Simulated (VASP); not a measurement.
Ta2H, 3 atoms in the cell. It takes space group C222 (No. 21, orthorhombic). The conventional cell has a = 3.469 Å, b = 4.782 Å, c = 4.798 Å, α = 90.00°, β = 90.00°, γ = 90.00°. Ta (site symmetry 2) has 2 H at 1.95 Å within 2.6 Å. H (site symmetry 222) has 4 Ta at 1.95 Å within 2.6 Å. 

- Program: VASP 6.6.1
- Task: single point
- Functional: PBEsol
- Potentials or basis: VASP PAW PBE potentials, release 64 (Ta_pv, H)
- Cutoff: 520 eV
- k mesh: 10 × 10 × 6
- Occupations: methfessel-paxton, width 0.15 eV
- Spin: no spin polarisation
- Dipole correction: no
- Further INCAR settings: ALGO = Normal; EDIFF = 1e-07; NBANDS = 18

Potentials or basis: VASP PAW PBE potentials, release 64 (Ta_pv, H).

Run with:

```bash
$ cat potpaw_PBE.64/Ta_pv/POTCAR potpaw_PBE.64/H/POTCAR > POTCAR
$ mpirun -np 1 vasp_std > vasp.out
```

Hardware: 1 thread of AMD EPYC 9R45 96-Core Processor (Zen 5), on a shared host.

Problem. Estimate the wall time of this run.

Solution. Wall time 45 s on 1 thread of AMD EPYC 9R45 96-Core Processor (Zen 5), with other jobs on the host, peak memory 0.18 GiB. Counts: scf iterations 13, k points 124.
